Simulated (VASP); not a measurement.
# VSbS (P-6m2) in VASP: single point with PBE

Aim: the single point of VSbS with PBE.

Everything below comes from runs of VASP 6.6.1. Logs are shortened: lines on timing, memory, paths and dates and some standing lists are left out, and cuts for length are marked.

## (1) The cell of the first run

Symmetry: P-6m2, No. 187, hexagonal system. The conventional cell has a = 4.195 Å, b = 4.195 Å, c = 3.513 Å, α = 90.00°, β = 90.00°, γ = 120.00°. V (site symmetry -6m2) has 3 S at 2.42 Å and 6 Sb at 2.99 Å within 3.2 Å. Sb (site symmetry -6m2) has 6 V at 2.99 Å and 6 S at 2.99 Å and 2 Sb at 3.51 Å within 3.9 Å. S (site symmetry -6m2) has 3 V at 2.42 Å and 6 Sb at 2.99 Å within 3.2 Å.

The cell was generated, and may not be a known phase.

## (2) Single point, PBE, collinear spin, ferromagnetic start

Input file INCAR:

```
PREC     = Accurate       # precision mode
ENCUT    = 500            # plane-wave cutoff, eV
EDIFF    = 1E-6           # SCF threshold, eV
ISMEAR   = 0              # smearing method
SIGMA    = 0.1            # smearing width, eV
LREAL    = False          # projectors in reciprocal space
LASPH    = True           # aspherical terms in the spheres
NELM     = 200            # most SCF steps
ALGO     = Normal         # electronic algorithm
ISIF     = 2              # what is computed and relaxed
LWAVE    = False          # write WAVECAR
LCHARG   = False          # write CHGCAR
ISPIN    = 2              # spin polarisation
MAGMOM   = 0.43 0 0       # initial moments
LORBIT   = 11             # projections on sites
LMAXMIX  = 4              # l up to which the mixer works
GGA      = PE             # functional
NBANDS   = 28             # bands
GGA_COMPAT= False
```

Input file KPOINTS:

```
Automatic mesh
0
Gamma
  6 6 6
```

Input file POSCAR:

```
VSbS
1.0
    4.1950106338      0.0000000000      0.0000000000
   -2.0975053169      3.6329857780      0.0000000000
    0.0000000000      0.0000000000      3.5126210405
V Sb S
1 1 1
Direct
    0.6666666667      0.3333333333      0.5000000000
    0.3333333333      0.6666666667      0.0000000000
    0.0000000000      0.0000000000      0.5000000000
```

Potentials or basis: VASP PAW PBE potentials, release 64 (V_sv, Sb_d_GW, S).

The run is started by

```console
> cat potpaw_PBE.64/V_sv/POTCAR potpaw_PBE.64/Sb_d_GW/POTCAR potpaw_PBE.64/S/POTCAR > POTCAR
> mpirun -np 1 vasp_std > vasp.out
```

OUTCAR:

```text
PREC = Accurate
   ENCUT = 500
   EDIFF = 1E-6
   ISMEAR = 0
   LREAL = False
   LASPH = True
   NELM = 200
   ISIF = 2
   ISPIN = 2
   LORBIT = 11
   GGA = PE

 ion  position               nearest neighbor table
   1  0.667  0.333  0.500-   3 2.42   3 2.42   3 2.42   2 2.99   2 2.99   2 2.99   2 2.99   2 2.99
                             2 2.99
   2  0.333  0.667  0.000-   1 2.99   1 2.99   3 2.99   3 2.99   1 2.99   1 2.99   3 2.99   3 2.99
                             3 2.99   3 2.99   1 2.99   1 2.99
   3  0.000  0.000  0.500-   1 2.42   1 2.42   1 2.42   2 2.99   2 2.99   2 2.99   2 2.99   2 2.99
                             2 2.99

  LATTYP: Found a hexagonal cell.
 ALAT       =     4.1950106338
 C/A-ratio  =     0.8373330480

  Lattice vectors:

 A1 = (   4.1950106338,   0.0000000000,   0.0000000000)
 A2 = (  -2.0975053169,   3.6329857780,   0.0000000000)
 A3 = (   0.0000000000,   0.0000000000,   3.5126210405)

Analysis of symmetry for initial positions (statically):
=====================================================================
 Subroutine PRICEL returns:
 Original cell was already a primitive cell.

 Routine SETGRP: Setting up the symmetry group for a
 hexagonal supercell.

 Subroutine GETGRP returns: Found 12 space group operations
 (whereof 12 operations were pure point group operations)
 out of a pool of 24 trial point group operations.

The static configuration has the point symmetry D_3h.

Analysis of symmetry for dynamics (positions and initial velocities):
=====================================================================
 Subroutine PRICEL returns:
 Original cell was already a primitive cell.

 Routine SETGRP: Setting up the symmetry group for a
 hexagonal supercell.

 Subroutine GETGRP returns: Found 12 space group operations
 (whereof 12 operations were pure point group operations)
 out of a pool of 24 trial point group operations.

The dynamic configuration has the point symmetry D_3h.

Analysis of structural, dynamic, and magnetic symmetry:
=====================================================================
 Subroutine PRICEL returns:
 Original cell was already a primitive cell.

 Routine SETGRP: Setting up the symmetry group for a
 hexagonal supercell.

 Subroutine GETGRP returns: Found 12 space group operations
 (whereof 12 operations were pure point group operations)
 out of a pool of 24 trial point group operations.

The overall configuration has the point symmetry D_3h.

 Subroutine INISYM returns: Found 12 space group operations
 (whereof 12 operations are pure point group operations),
 and found     1 'primitive' translations

----------------------------------------------------------------------------------------

                                     Primitive cell

  volume of cell :      53.5338

  direct lattice vectors                    reciprocal lattice vectors
     4.195010634  0.000000000  0.000000000     0.238378418  0.137627844  0.000000000
    -2.097505317  3.632985778  0.000000000     0.000000000  0.275255688  0.000000000
     0.000000000  0.000000000  3.512621041     0.000000000  0.000000000  0.284687699

  length of vectors
     4.195010634  4.195010634  3.512621041     0.275255688  0.275255688  0.284687699

  position of ions in fractional coordinates (direct lattice)
     0.666666667  0.333333333  0.500000000
     0.333333333  0.666666667  0.000000000
     0.000000000  0.000000000  0.500000000

  ion indices of the primitive-cell ions
   primitive index   ion index
                 1           1
                 2           2
                 3           3

----------------------------------------------------------------------------------------

 KPOINTS: Automatic mesh

Automatic generation of k-mesh.
 Grid dimensions read from file:
 generate k-points for:    6    6    6

 Generating k-lattice:

  Cartesian coordinates                     Fractional coordinates (reciprocal lattice)
     0.039729736  0.022937974  0.000000000     0.166666667 -0.000000000  0.000000000
     0.000000000  0.045875948  0.000000000     0.000000000  0.166666667  0.000000000
     0.000000000  0.000000000  0.047447950     0.000000000  0.000000000  0.166666667

  Length of vectors
     0.045875948  0.045875948  0.047447950

  Shift w.r.t. Gamma in fractional coordinates (k-lattice)
     0.000000000  0.000000000  0.000000000

 Subroutine IBZKPT returns following result:
 ===========================================

 Found     28 irreducible k-points:

 Following reciprocal coordinates:
            Coordinates               Weight
  0.000000  0.000000  0.000000      1.000000
  0.166667  0.000000  0.000000      6.000000
  0.333333  0.000000  0.000000      6.000000
  0.500000  0.000000  0.000000      3.000000
  0.166667  0.166667  0.000000      6.000000
  0.333333  0.166667  0.000000     12.000000
[... 16 lines left out ...]
  0.166667  0.000000  0.500000      6.000000
  0.333333  0.000000  0.500000      6.000000
 [... further k-points ...]
   k-points           NKPTS =     28   k-points in BZ     NKDIM =     28   number of bands    NBANDS=     28
   number of dos      NEDOS =    301   number of ions     NIONS =      3
   total plane-waves  NPLWV =  28672
   dimension x,y,z NGX =    32 NGY =   32 NGZ =   28
   dimension x,y,z NGXF=    64 NGYF=   64 NGZF=   56
   ions per type =               1   1   1
   NGX,Y,Z   is equivalent  to a cutoff of  12.68, 12.68, 13.25 a.u.
   NGXF,Y,Z  is equivalent  to a cutoff of  25.36, 25.36, 26.50 a.u.
 SYSTEM =  unknown system
   PREC   = accura    normal or accurate (medium, high low for compatibility)
   ISTART =      0    job   : 0-new  1-cont  2-samecut
   ICHARG =      2    charge: 1-file 2-atom 10-const
   ISPIN  =      2    spin polarized calculation?
   LNONCOLLINEAR =      F non collinear calculations
   LSORBIT =      F    spin-orbit coupling
   LASPH  =      T    aspherical Exc in radial PAW
   ENCUT  =  500.0 eV  36.75 Ry    6.06 a.u.   7.65  7.65  6.40*2*pi/ulx,y,z
   NELM   =    200;   NELMIN=  2; NELMDL= -5     # of ELM steps
   EDIFF  = 0.1E-05   stopping-criterion for ELM
   LREAL  =      F    real-space projection
   EDIFFG = 0.1E-04   stopping-criterion for IOM
   NSW    =      0    number of steps for IOM
   IBRION =     -1    ionic relax: 0-MD 1-quasi-New 2-CG
   NFREE  =      0    steps in history (QN), initial steepest desc. (CG)
   ISIF   =      2    stress and relaxation
   ISYM   =      2    0-nonsym 1-usesym 2-fastsym
   POTIM  = 0.5000    time-step for ionic-motion
   TEBEG  =    0.0;   TEEND  =   0.0 temperature during run
   PSTRESS=    0.0 pullay stress
   NELECT =      34.0000    total number of electrons
   NUPDOWN=      -1.0000    fix difference up-down
   EMIN   =  10.00;   EMAX   =-10.00  energy-range for DOS
   EFERMI =   0.00;   METHOD = LEGACY
   ISMEAR =     0;   SIGMA  =   0.10  broadening in eV -4-tet -1-fermi 0-gaus
   EFERMI_NEDOS =   21; number of points for ismear=-14 and -15
   IALGO  =     38    algorithm
   IMIX   =      4    mixing-type and parameters
     AMIX     =   0.40;   BMIX     =  1.00
     AMIX_MAG =   1.60;   BMIX_MAG =  1.00
  volume/ion in A,a.u.               =      17.84       120.42
  Fermi-wavevector in a.u.,A,eV,Ry     =   1.407208  2.659238 26.942743  1.980236
  Thomas-Fermi vector in A             =   2.529491
   LORBIT       =     11    0 simple, 1 ext, 2 COOP (PROOUT), +10 PAW based schemes
   GGA     = PE    functional components
   LHFCALC =     F    Hartree Fock is set to
   AEXX    =    0.0000 exact exchange contribution
   IVDW    =     0    specifies the selected vdW correction
   LEPSILON=     F    determine dielectric tensor
   LRPA    =     F    only Hartree local field effects (RPA)
 spin polarized calculation
 Gauss-broadening in eV      SIGMA  =   0.10
  energy-cutoff  :      500.00
  volume of cell :       53.53
 maximum number of plane-waves:      1382
 NGX is ok and might be reduce to    32
   NGX = 15   NGY = 15   NGZ = 13

 number of electron      33.9999998 magnetization      -0.0512069

 number of electron      33.9999998 magnetization       0.0021472

 Free energy of the ion-electron system (eV)
  ---------------------------------------------------
  ext. energy  EPLUGINS =         0.00000000
  ---------------------------------------------------
  free energy    TOTEN  =       -17.54078032 eV

  energy without entropy =      -17.52811658  energy(sigma->0) =      -17.53444845

 E-fermi :   8.4039     XC(G=0): -11.5388

 val. band max:        8.3920457533   @ k =   0.5000   0.0000   0.0000
 cond. band min:       8.4189152075   @ k =   0.3333   0.0000   0.0000
 fundamental gap:      0.0268694542
 Fermi energy:         8.4039004072

 spin component 1

 k-point     1 :       0.0000    0.0000    0.0000
  band No.  band energies     occupation
      1     -56.2315      1.00000
      2     -30.1137      1.00000
      3     -30.1137      1.00000
      4     -30.0221      1.00000
      5     -20.6916      1.00000
      6     -20.6601      1.00000
[... 20 lines left out ...]
     27      18.3363      0.00000
     28      18.3363      0.00000

 k-point     2 :       0.1667    0.0000    0.0000
  band No.  band energies     occupation
      1     -56.2315      1.00000
      2     -30.1161      1.00000
      3     -30.1142      1.00000
      4     -30.0220      1.00000
      5     -20.6908      1.00000
      6     -20.6604      1.00000
[... 20 lines left out ...]
     27      18.4097      0.00000
     28      19.0818      0.00000

 k-point     3 :       0.3333    0.0000    0.0000
  band No.  band energies     occupation
      1     -56.2313      1.00000
      2     -30.1209      1.00000
      3     -30.1152      1.00000
      4     -30.0219      1.00000
      5     -20.6892      1.00000
      6     -20.6611      1.00000
[... 616 lines left out ...]
      3     -30.1117      1.00000
      4     -30.0503      1.00000
      5     -20.6756      1.00000
      6     -20.6743      1.00000
[... 20 lines left out ...]
     27      17.7898      0.00000
     28      19.0961      0.00000

 k-point    24 :       0.3333    0.0000    0.5000
  band No.  band energies     occupation
      1     -56.2297      1.00000
      2     -30.1179      1.00000
      3     -30.1129      1.00000
      4     -30.0499      1.00000
      5     -20.6780      1.00000
      6     -20.6743      1.00000
[... 20 lines left out ...]
     27      20.5884      0.00000
     28      21.0167      0.00000

 [... further k-points ...]

 spin component 2

 k-point     1 :       0.0000    0.0000    0.0000
  band No.  band energies     occupation
      1     -56.2290      1.00000
      2     -30.1113      1.00000
      3     -30.1113      1.00000
      4     -30.0197      1.00000
      5     -20.6917      1.00000
      6     -20.6601      1.00000
[... 20 lines left out ...]
     27      18.3363      0.00000
     28      18.3363      0.00000

 k-point     2 :       0.1667    0.0000    0.0000
  band No.  band energies     occupation
      1     -56.2290      1.00000
      2     -30.1138      1.00000
      3     -30.1119      1.00000
      4     -30.0196      1.00000
      5     -20.6908      1.00000
      6     -20.6605      1.00000
[... 20 lines left out ...]
     27      18.4097      0.00000
     28      19.0820      0.00000

 k-point     3 :       0.3333    0.0000    0.0000
  band No.  band energies     occupation
      1     -56.2288      1.00000
      2     -30.1185      1.00000
      3     -30.1128      1.00000
      4     -30.0194      1.00000
      5     -20.6892      1.00000
      6     -20.6611      1.00000
[... 616 lines left out ...]
      3     -30.1093      1.00000
      4     -30.0479      1.00000
      5     -20.6756      1.00000
      6     -20.6744      1.00000
[... 20 lines left out ...]
     27      17.7903      0.00000
     28      19.0967      0.00000

 k-point    24 :       0.3333    0.0000    0.5000
  band No.  band energies     occupation
      1     -56.2272      1.00000
      2     -30.1155      1.00000
      3     -30.1105      1.00000
      4     -30.0474      1.00000
      5     -20.6780      1.00000
      6     -20.6743      1.00000
[... 20 lines left out ...]
     27      20.5886      0.00000
     28      21.0171      0.00000

 [... further k-points ...]
[... 5 lines left out ...]
  --------------------------------------------------------------------------------------
  -------------------------------------------------------------------------------------
  Total       -0.0876156     -0.0876156     -0.0350839      0.0000000      0.0000000     -0.0000000
  in kB       -2.6221885     -2.6221885     -1.0500030      0.0000000      0.0000000     -0.0000000
  external PRESSURE =      -2.0981267 kB  Pullay stress =       0.0000000 kB

 VOLUME and BASIS-vectors are now :
 -----------------------------------------------------------------------------
  energy-cutoff  :      500.00
  volume of cell :       53.53
      direct lattice vectors                 reciprocal lattice vectors
     4.195010634  0.000000000  0.000000000     0.238378418  0.137627844  0.000000000
    -2.097505317  3.632985778  0.000000000     0.000000000  0.275255688  0.000000000
     0.000000000  0.000000000  3.512621041     0.000000000  0.000000000  0.284687699

 POSITION                                       TOTAL-FORCE (eV/Angst)
 -----------------------------------------------------------------------------------
      2.09751      1.21100      1.75631         0.000000     -0.000000      0.000000
     -0.00000      2.42199      0.00000        -0.000000      0.000000      0.000000
      0.00000      0.00000      1.75631         0.000000     -0.000000      0.000000
 -----------------------------------------------------------------------------------
    total drift:                                0.000000     -0.000000     -0.000000

  FREE ENERGIE OF THE ION-ELECTRON SYSTEM (eV)
  ---------------------------------------------------
  free  energy   TOTEN  =       -17.5407803153 eV

  energy  without entropy=      -17.5281165814  energy(sigma->0) =      -17.53444845

 total charge

# of ion       s       p       d       f       tot
--------------------------------------------------
    1        2.213   6.150   3.051   0.000  11.414
    2        1.349   1.322  10.042   0.017  12.730
    3        1.351   2.329   0.000   0.000   3.681
--------------------------------------------------
tot          4.913   9.801  13.093   0.017  27.825

 magnetization (x)

# of ion       s       p       d       f       tot
--------------------------------------------------
    1        0.000   0.000   0.002   0.000   0.002
    2       -0.000  -0.000   0.000   0.000  -0.000
    3       -0.000  -0.000   0.000   0.000  -0.000
--------------------------------------------------
tot         -0.000  -0.000   0.002   0.000   0.002
```

It took 56 s on 1 thread of Intel Xeon 6975P-C (Granite Rapids), shared host; peak memory 0.24 GiB.

What came out:

| Item | Value |
| --- | --- |
| Free energy | -17.5408 eV |
| Pressure | -0.2 GPa |
| Band gap on the k mesh | zero (filled and empty bands overlap) |
| Net moment | 0.00 μB per cell |
| Valence electrons inside the program's atomic spheres | V 11.41; Sb 12.73; S 3.68 |

Caveat: spin-orbit coupling is left out, which moves the levels of the heavy elements.

The gap in the log of VASP goes by the Fermi energy; the results here count the filled bands.